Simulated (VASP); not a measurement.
Here is a VASP 6.6.1 calculation.

The input INCAR:

```
PREC = Accurate
ENCUT = 510
EDIFF = 1E-7
ISMEAR = 0
SIGMA = 0.1
LREAL = F
LASPH = T
NELM = 120
ALGO = Normal
ISIF = 3
LWAVE = F
LCHARG = F
GGA = PS
IBRION = 2
NSW = 90
EDIFFG = -0.04
ISYM = 0
GGA_COMPAT = F
NELMIN = 4
```

File KPOINTS:

```
Automatic mesh
0
Gamma
  2 3 2
  0.5 0 0.5
```

Contents of POSCAR:

```
AlGaAs2
1.0
    5.7089670000      0.1228080000      0.0553140000
    0.1228080000      5.4764130000      0.1194950000
    0.0553140000      0.1194950000      5.8315340000
Al Ga As
2 2 4
Direct
    0.6566454348      0.7329821219      0.8736202233
    0.2400966885      0.5489048259      0.5898782418
    0.4024828866      0.0769284691      0.3527012526
    0.4702119610      0.4923558561      0.1854335568
    0.1834049783      0.8041505957      0.9585327339
    0.9975036190      0.2275530594      0.1565221765
    0.7845721452      0.8365022545      0.4147707471
    0.9801236296      0.2080883218      0.5881584359
```

Potentials or basis: VASP PAW PBE potentials, release 64 (Al, Ga_d, As_d).

Launch:

```sh
$ cat potpaw_PBE.64/Al/POTCAR potpaw_PBE.64/Ga_d/POTCAR potpaw_PBE.64/As_d/POTCAR > POTCAR
$ mpirun -np 1 vasp_std > vasp.out
```

(1) What does it give for the band gap on the k mesh?

(2) Predict the relaxed volume.

(3) What does it give for the relaxed cell?

Answers

(1) zero (bands 46 and 47 overlap by 0.37 eV).

(2) 19.74 Å³/atom.

(3) a = 5.721 Å, b = 5.174 Å, c = 5.385 Å, α = 91.03°, β = 96.52°, γ = 85.58°.

Caveat: the k points lie up to 0.59 Å⁻¹ apart in the final cell; the PAW data sets were made with another functional, which shifts forces and pressure a little.
